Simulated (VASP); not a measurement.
# InGaSe (P6_3mc) in VASP: a series of runs, part 2 of 2

VASP 6.6.1. Earlier steps stand in the parts before.

## Step 4: Relaxation of cell and atoms, PBE

Contents of INCAR:

```
SYSTEM = InGaSe
PREC = Accurate
ENCUT = 600
EDIFF = 1E-6
ISMEAR = 0
SIGMA = 0.1
LREAL = .FALSE.
LASPH = .TRUE.
NELM = 80
ALGO = Normal
ISIF = 3
LWAVE = .FALSE.
LCHARG = .FALSE.
GGA = PE
IBRION = 2
NSW = 90
EDIFFG = -0.04
```

Contents of KPOINTS:

```
Automatic mesh
0
G
  6 6 2
  0 0 0
```

Contents of POSCAR:

```
InGaSe
1.0
    4.6910316200      0.0000000000      0.0000000000
   -2.3455158100      4.0625525600      0.0000000000
    0.0000000000      0.0000000000      7.5024018200
In Ga Se
2 2 2
Direct
    0.3333333300      0.6666666700      0.8008086700
    0.6666666700      0.3333333300      0.3008086700
    0.0000000000      0.0000000000      0.4934661400
    0.0000000000      0.0000000000      0.9934661400
    0.6666666700      0.3333333300      0.7129252000
    0.3333333300      0.6666666700      0.2129252000
```

Potentials or basis: VASP PAW PBE potentials, release 64 (In_d, Ga_d, Se).

The run is started by

```bash
$ cat potpaw_PBE.64/In_d/POTCAR potpaw_PBE.64/Ga_d/POTCAR potpaw_PBE.64/Se/POTCAR > POTCAR
$ mpirun -np 1 vasp_std > vasp.out
```

OUTCAR:

```text
SYSTEM = InGaSe
   PREC = Accurate
   ENCUT = 600
   EDIFF = 1E-6
   ISMEAR = 0
   LREAL = .FALSE.
   LASPH = .TRUE.
   NELM = 80
   ISIF = 3
   GGA = PE
   IBRION = 2
   NSW = 90
   EDIFFG = -0.04

 ion  position               nearest neighbor table
   1  0.333  0.667  0.801-   5 2.79   5 2.79   5 2.79   4 3.07   4 3.07   4 3.07   6 3.09
   2  0.667  0.333  0.301-   6 2.79   6 2.79   6 2.79   3 3.07   3 3.07   3 3.07   5 3.09
   3  0.000  0.000  0.493-   2 3.07   2 3.07   2 3.07
   4  0.000  0.000  0.993-   1 3.07   1 3.07   1 3.07
   5  0.667  0.333  0.713-   1 2.79   1 2.79   1 2.79   2 3.09
   6  0.333  0.667  0.213-   2 2.79   2 2.79   2 2.79   1 3.09

  LATTYP: Found a hexagonal cell.
 ALAT       =     4.6910316200
 C/A-ratio  =     1.5993074504

  Lattice vectors:

 A1 = (   4.6910316200,   0.0000000000,   0.0000000000)
 A2 = (  -2.3455158100,   4.0625525600,   0.0000000000)
 A3 = (   0.0000000000,   0.0000000000,   7.5024018200)

Analysis of symmetry for initial positions (statically):
=====================================================================
 Subroutine PRICEL returns:
 Original cell was already a primitive cell.

 Routine SETGRP: Setting up the symmetry group for a
 hexagonal supercell.

 Subroutine GETGRP returns: Found 12 space group operations
 (whereof  6 operations were pure point group operations)
 out of a pool of 24 trial point group operations.

The static configuration has the point symmetry C_3v.
 The point group associated with its full space group is C_6v.

Analysis of symmetry for dynamics (positions and initial velocities):
=====================================================================
 Subroutine PRICEL returns:
 Original cell was already a primitive cell.

 Routine SETGRP: Setting up the symmetry group for a
 hexagonal supercell.

 Subroutine GETGRP returns: Found 12 space group operations
 (whereof  6 operations were pure point group operations)
 out of a pool of 24 trial point group operations.

The dynamic configuration has the point symmetry C_3v.
 The point group associated with its full space group is C_6v.

 Subroutine INISYM returns: Found 12 space group operations
 (whereof  6 operations are pure point group operations),
 and found     1 'primitive' translations

[... 97 lines left out ...]
   ISIF   =      3    stress and relaxation
   ISYM   =      2    0-nonsym 1-usesym 2-fastsym
   POTIM  = 0.5000    time-step for ionic-motion
   TEBEG  =    0.0;   TEEND  =   0.0 temperature during run
   PSTRESS=    0.0 pullay stress
   NELECT =      64.0000    total number of electrons
   NUPDOWN=      -1.0000    fix difference up-down
   EMIN   =  10.00;   EMAX   =-10.00  energy-range for DOS
   EFERMI =   0.00;   METHOD = LEGACY
   ISMEAR =     0;   SIGMA  =   0.10  broadening in eV -4-tet -1-fermi 0-gaus
   EFERMI_NEDOS =   21; number of points for ismear=-14 and -15
   IALGO  =     38    algorithm
   IMIX   =      4    mixing-type and parameters
     AMIX     =   0.40;   BMIX     =  1.00
     AMIX_MAG =   1.60;   BMIX_MAG =  1.00
  volume/ion in A,a.u.               =      23.83       160.81
  Fermi-wavevector in a.u.,A,eV,Ry     =   1.252311  2.366525 21.337790  1.568283
  Thomas-Fermi vector in A             =   2.386218
   LORBIT       =      0    0 simple, 1 ext, 2 COOP (PROOUT), +10 PAW based schemes
   GGA     = PE    functional components
   LHFCALC =     F    Hartree Fock is set to
   AEXX    =    0.0000 exact exchange contribution
   IVDW    =     0    specifies the selected vdW correction
   LEPSILON=     F    determine dielectric tensor
   LRPA    =     F    only Hartree local field effects (RPA)
 conjugate gradient relaxation of ions
 non-spin polarized calculation
 Gauss-broadening in eV      SIGMA  =   0.10
  energy-cutoff  :      600.00
  volume of cell :      142.98
 maximum number of plane-waves:      4818
 NGX is ok and might be reduce to    40
   NGX = 19   NGY = 19   NGZ = 29

--------------------------------------- Ionic step        1  -------------------------------------------

 number of electron      64.0000016 magnetization

 Free energy of the ion-electron system (eV)
  ---------------------------------------------------
  ext. energy  EPLUGINS =         0.00000000
  ---------------------------------------------------
  free energy    TOTEN  =       -17.75461349 eV

  energy without entropy =      -17.73526239  energy(sigma->0) =      -17.74493794

 E-fermi :   6.1364     XC(G=0): -10.0146

 val. band max:        6.1064850450   @ k =   0.3333   0.3333   0.0000
 cond. band min:       6.1410453927   @ k =   0.1667   0.1667   0.0000
 fundamental gap:      0.0345603476
 Fermi energy:         6.1364005793
[... 685 lines left out ...]
  FREE ENERGIE OF THE ION-ELECTRON SYSTEM (eV)
  ---------------------------------------------------
  free  energy   TOTEN  =       -18.2395041321 eV

  energy  without entropy=      -18.2331574756  energy(sigma->0) =      -18.23633080

[... ionic steps 4 to 26 ...]

--------------------------------------- Ionic step       27  -------------------------------------------

 number of electron      64.0000016 magnetization

 E-fermi :   4.9393     XC(G=0):  -9.7670
[... 656 lines left out ...]
--------------------------------------- Ionic step       29  -------------------------------------------

 number of electron      64.0000021 magnetization

 Free energy of the ion-electron system (eV)
  ---------------------------------------------------
  ext. energy  EPLUGINS =         0.00000000
  ---------------------------------------------------
  free energy    TOTEN  =       -18.47286246 eV

  energy without entropy =      -18.45749946  energy(sigma->0) =      -18.46518096

 E-fermi :   4.8069     XC(G=0):  -9.6918

 val. band max:        4.7134217088   @ k =   0.3333   0.1667   0.5000
 cond. band min:       4.8202110632   @ k =   0.1667   0.0000   0.0000
 fundamental gap:      0.1067893544
 Fermi energy:         4.8068794256
[... 605 lines left out ...]
  FREE ENERGIE OF THE ION-ELECTRON SYSTEM (eV)
  ---------------------------------------------------
  free  energy   TOTEN  =       -18.4728624641 eV

  energy  without entropy=      -18.4574994552  energy(sigma->0) =      -18.46518096

 reached required accuracy - stopping structural energy minimisation
```

OSZICAR:

```text
N       E                     dE             d eps       ncg     rms          rms(c)
DAV:   1     0.623736450663E+03    0.62374E+03   -0.32742E+04  1100   0.263E+03
[... 287 lines left out ...]
DAV:   2    -0.184806476708E+02    0.27287E-01   -0.11318E-01  1370   0.370E+00    0.520E-01
DAV:   3    -0.184735601780E+02    0.70875E-02   -0.15683E-02  1494   0.138E+00    0.174E-01
DAV:   4    -0.184728660219E+02    0.69416E-03   -0.26785E-03  1466   0.433E-01    0.764E-02
DAV:   5    -0.184728618236E+02    0.41983E-05   -0.33112E-04  1158   0.169E-01    0.482E-02
DAV:   6    -0.184728639778E+02   -0.21542E-05   -0.50056E-05  1706   0.549E-02    0.195E-02
DAV:   7    -0.184728629406E+02    0.10371E-05   -0.47151E-06  1114   0.221E-02    0.712E-03
DAV:   8    -0.184728624641E+02    0.47653E-06   -0.11697E-06   622   0.110E-02
  29 F= -.18472862E+02 E0= -.18465181E+02  d E =-.504585E-02
```

CONTCAR:

```text
InGaSe
   1.00000000000000
     5.2252835412073901   -0.0000000000000000    0.0000000000000000
    -2.6126417706036951    4.5252282982172956    0.0000000000000000
     0.0000000000000000    0.0000000000000000    6.5357804343772861
  In              Ga              Se
     2     2     2
Direct
     0.3333333300000021    0.6666666699999979    0.7536494203872258
     0.6666666699999979    0.3333333300000021    0.2536494203872258
     0.0000000000000000    0.0000000000000000    0.5548099344152874
     0.0000000000000000    0.0000000000000000    0.0548099344152878
     0.6666666699999979    0.3333333300000021    0.6987406551974917
     0.3333333300000021    0.6666666699999979    0.1987406551974918

  0.00000000E+00  0.00000000E+00  0.00000000E+00
  0.00000000E+00  0.00000000E+00  0.00000000E+00
  0.00000000E+00  0.00000000E+00  0.00000000E+00
  0.00000000E+00  0.00000000E+00  0.00000000E+00
  0.00000000E+00  0.00000000E+00  0.00000000E+00
  0.00000000E+00  0.00000000E+00  0.00000000E+00
```

It took 29 min on 1 thread of Intel Xeon Platinum 8488C (Sapphire Rapids), shared host; peak memory 0.37 GiB.

Results:

| Item | Value |
| --- | --- |
| Free energy | -18.4729 eV |
| Relaxed volume | 25.76 Å³/atom |
| Relaxed cell | a = 5.225 Å, b = 5.225 Å, c = 6.536 Å, α = 90.00°, β = 90.00°, γ = 120.00° |
| Space group after relaxing (to 0.1 Å) | P6_3mc (No. 186) |
| Energy gained by relaxing | 119.7 meV/atom |
| Ionic steps | 29 |
| Pressure after relaxing | 0.0 GPa |
| Largest force after relaxing | 0.038 eV/Å |
| Band gap on the k mesh | zero (bands 32 and 33 overlap by 0.76 eV) |

Forces in eV/Å, atoms in the order of the input:
```
In   0.000  0.000  0.038
In   0.000  0.000  0.038
Ga   0.000  0.000 -0.020
Ga   0.000  0.000 -0.020
Se   0.000  0.000 -0.019
Se   0.000  0.000 -0.019
```

The path:
| step | energy change (eV) | largest force (eV/Å) | pressure (GPa) | volume (Å³) |
| --- | --- | --- | --- | --- |
| 1 | 0.0000 | 0.3382 | 6.44 | 142.98 |
| 2 | -0.4762 | 0.1712 | 0.47 | 163.68 |
| 3 | -0.4849 | 0.1590 | -0.34 | 167.91 |
| 4 | -0.4850 | 0.1609 | -0.23 | 167.38 |
| 5 | -0.4988 | 0.1232 | -0.22 | 166.68 |
| 6 | -0.5286 | 0.1228 | -0.02 | 164.51 |
| 7 | -0.5009 | 0.5799 | 0.73 | 159.84 |
| 8 | -0.5345 | 0.2075 | 0.09 | 163.34 |
| 9 | -0.5492 | 0.2130 | -0.08 | 163.41 |
| 10 | -0.5935 | 0.2258 | -0.55 | 163.46 |
| 11 | -0.6114 | 0.2657 | -1.16 | 162.80 |
| 12 | -0.6234 | 0.2520 | -0.96 | 163.23 |
| 13 | -0.6303 | 0.2481 | -0.93 | 162.62 |
| 14 | -0.6469 | 0.2381 | -0.72 | 160.79 |
| 15 | -0.6629 | 0.2344 | -0.42 | 157.09 |
| 16 | -0.6618 | 0.2442 | 0.23 | 149.57 |
| 17 | -0.6811 | 0.1373 | 0.18 | 149.09 |
| 18 | -0.6950 | 0.0904 | 0.30 | 147.93 |
| 19 | -0.6954 | 0.0785 | 0.26 | 148.08 |
| 20 | -0.6991 | 0.0784 | 0.04 | 149.19 |
| 21 | -0.7023 | 0.0802 | -0.37 | 151.49 |
| 22 | -0.7049 | 0.0760 | -0.26 | 151.46 |
| 23 | -0.7104 | 0.0643 | -0.07 | 151.37 |
| 24 | -0.7122 | 0.0554 | 0.41 | 151.13 |
| 25 | -0.7132 | 0.0518 | 0.20 | 151.24 |
| 26 | -0.7132 | 0.0523 | 0.24 | 151.22 |
| 27 | -0.7157 | 0.0490 | 0.18 | 152.30 |
| 28 | -0.7179 | 0.0313 | -0.06 | 155.55 |
| 29 | -0.7182 | 0.0385 | 0.04 | 154.54 |

Final structure:
```
CELL_PARAMETERS angstrom
5.22528 0.00000 0.00000
-2.61264 4.52523 0.00000
0.00000 0.00000 6.53578
ATOMIC_POSITIONS crystal
In 0.33333 0.66667 0.75365
In 0.66667 0.33333 0.25365
Ga 0.00000 0.00000 0.55481
Ga 0.00000 0.00000 0.05481
Se 0.66667 0.33333 0.69874
Se 0.33333 0.66667 0.19874
```

Levels at points of the mesh, in eV from the Fermi level:
```
           k point  band 28  band 29  band 30  band 31  band 32  band 33  band 34  band 35  band 36  band 37
(0.00, 0.00, 0.00)    -2.72    -2.72    -2.14    -1.61    -0.88    -0.18    -0.18     0.70     1.41     1.41
(0.50, 0.00, 0.00)    -3.66    -2.87    -2.50    -1.56     0.12     0.91     2.09     2.78     2.79     3.20
(0.00, 0.00, 0.50)    -2.93    -2.93    -2.93    -1.03    -1.03     0.08     0.08     0.08     0.08     2.37
(0.50, 0.00, 0.50)    -3.71    -1.93    -1.93     0.46     0.46     1.01     1.01     2.43     2.43     2.54
```

Caveat: the k points lie up to 0.48 Å⁻¹ apart in the final cell, too coarse for converged energies and pressures of a metal; spin-orbit coupling is left out, which moves the levels of the heavy elements.

## Step 5: Relaxation of cell and atoms, PBE

This run uses another cell than the first one, of 25.77 Å³/atom.

Contents of INCAR:

```
SYSTEM = InGaSe
  PREC = Accurate
  ENCUT = 600
  EDIFF = 1E-6
  ISMEAR = 0
  SIGMA = 0.1
  LREAL = .FALSE.
  LASPH = .TRUE.
  NELM = 60
  ALGO = Normal
  ISIF = 3
  LWAVE = .FALSE.
  LCHARG = .FALSE.
  GGA = PE
  IBRION = 2
  NSW = 90
  EDIFFG = -0.04
```

Contents of KPOINTS:

```
regular mesh
0
G
  6 6 4
  0 0 0
```

Contents of POSCAR:

```
InGaSe
1.0
    5.2241336268      0.0000000000      0.0000000000
   -2.6120668134      4.5242324336      0.0000000000
    0.0000000000      0.0000000000      6.5416107735
In Ga Se
2 2 2
Direct
    0.3333333333      0.6666666667      0.7571790020
    0.6666666667      0.3333333333      0.2571790020
    0.0000000000      0.0000000000      0.5490648128
    0.0000000000      0.0000000000      0.0490648128
    0.6666666667      0.3333333333      0.7009561952
    0.3333333333      0.6666666667      0.2009561952
```

The run is started by

```bash
$ cat potpaw_PBE.64/In_d/POTCAR potpaw_PBE.64/Ga_d/POTCAR potpaw_PBE.64/Se/POTCAR > POTCAR
$ mpirun -np 1 vasp_std > vasp.out
```

It took 19 min on 1 thread of Intel Xeon Platinum 8488C (Sapphire Rapids), shared host; peak memory 0.4 GiB.

It converged, with:

```
Free energy                           : -18.6171 eV
Relaxed volume                        : 24.69 Å³/atom
Relaxed cell                          : a = 5.327 Å, b = 5.327 Å, c = 6.029 Å, α = 90.00°, β = 90.00°, γ = 120.00°
Space group after relaxing (to 0.1 Å) : P6_3mc (No. 186)
Energy gained by relaxing             : 9.2 meV/atom
Ionic steps                           : 14
Pressure after relaxing               : -0.1 GPa
Largest force after relaxing          : 0.040 eV/Å
Band gap on the k mesh                : zero (bands 32 and 33 overlap by 1.21 eV)
```

Forces in eV/Å, atoms in the order of the input:
```
In   0.000  0.000 -0.028
In   0.000  0.000 -0.028
Ga   0.000  0.000  0.040
Ga   0.000  0.000  0.040
Se   0.000  0.000 -0.012
Se   0.000  0.000 -0.012
```

Step by step:
| step | energy change (eV) | largest force (eV/Å) | pressure (GPa) | volume (Å³) |
| --- | --- | --- | --- | --- |
| 1 | 0.0000 | 0.0807 | -0.04 | 154.61 |
| 2 | -0.0060 | 0.0904 | -0.12 | 154.47 |
| 3 | -0.0168 | 0.1395 | -0.26 | 153.99 |
| 4 | -0.0116 | 0.2742 | -0.36 | 152.85 |
| 5 | -0.0185 | 0.1882 | -0.33 | 153.60 |
| 6 | -0.0235 | 0.1835 | -0.24 | 152.82 |
| 7 | -0.0354 | 0.1696 | 0.06 | 150.47 |
| 8 | -0.0443 | 0.1340 | 0.64 | 145.78 |
| 9 | -0.0515 | 0.0778 | 0.36 | 146.24 |
| 10 | -0.0525 | 0.0589 | 0.04 | 146.94 |
| 11 | -0.0537 | 0.0472 | 0.14 | 146.64 |
| 12 | -0.0545 | 0.0450 | 0.07 | 147.04 |
| 13 | -0.0549 | 0.0431 | 0.01 | 147.41 |
| 14 | -0.0552 | 0.0396 | -0.06 | 148.15 |

Final structure:
```cif
data_structure
_symmetry_space_group_name_H-M 'P 1'
_symmetry_Int_Tables_number 1
_cell_length_a 5.3268
_cell_length_b 5.3268
_cell_length_c 6.0290
_cell_angle_alpha 90.000
_cell_angle_beta 90.000
_cell_angle_gamma 120.000
_cell_volume 148.15
loop_
_atom_site_label
_atom_site_type_symbol
_atom_site_fract_x
_atom_site_fract_y
_atom_site_fract_z
_atom_site_occupancy
In1 In 0.33333 0.66667 0.73651 1
In2 In 0.66667 0.33333 0.23651 1
Ga1 Ga 0.00000 0.00000 0.55100 1
Ga2 Ga 0.00000 0.00000 0.05100 1
Se1 Se 0.66667 0.33333 0.71969 1
Se2 Se 0.33333 0.66667 0.21969 1
```

Levels at points of the mesh, in eV from the Fermi level:
```csv
k point,band 30,band 31,band 32,band 33,band 34,band 35
"(0.00, 0.00, 0.00)",-2.38,-2.01,-1.27,-0.34,-0.34,0.22
"(0.50, 0.00, 0.00)",-2.63,-1.81,-0.33,0.53,2.10,2.31
"(0.00, 0.00, 0.50)",-2.97,-0.66,-0.66,-0.22,-0.22,-0.22
"(0.50, 0.00, 0.50)",-1.57,0.64,0.64,1.24,1.24,2.23
```

Caveat: spin-orbit coupling is left out, which moves the levels of the heavy elements.

## Step 6: Summary

| task | cell | k mesh | cutoff (eV) | gap on the mesh (eV) | pressure (GPa) | relaxed volume (Å³/atom) | largest force (eV/Å) |
| --- | --- | --- | --- | --- | --- | --- | --- |
| single point | a = 4.691, b = 4.691, c = 7.502 Å, angles 90.0, 90.0, 120.0°, 6 atoms, atomic positions A | 6 × 6 × 2 | 520 | none | 6.4 | - | 0.34 |
| single point | a = 5.224, b = 5.224, c = 6.542 Å, angles 90.0, 90.0, 120.0°, 6 atoms, atomic positions B | 6 × 6 × 2 | 520 | none | 0.0 | - | 0.01 |
| relaxation of cell and atoms | relaxed from a = 4.691, b = 4.691, c = 7.502 Å, angles 90.0, 90.0, 120.0°, 6 atoms, atomic positions A | 6 × 6 × 2 | 600 | none | 0.0 | 25.76 | 0.04 |
| relaxation of cell and atoms | relaxed from a = 5.224, b = 5.224, c = 6.542 Å, angles 90.0, 90.0, 120.0°, 6 atoms, atomic positions B | 6 × 6 × 4 | 600 | none | -0.1 | 24.69 | 0.04 |

Alike in all rows: level PBE; potentials or basis VASP PAW PBE potentials, release 64 (In_d, Ga_d, Se); no spin polarisation; smearing gaussian 0.1 eV.

Caveats: some runs use coarse meshes; spin-orbit coupling is left out, which moves the levels of the heavy elements.

Absolute energies hang on the potentials; compare differences alone.

The gap in the log of VASP goes by the Fermi energy; the results here count the filled bands.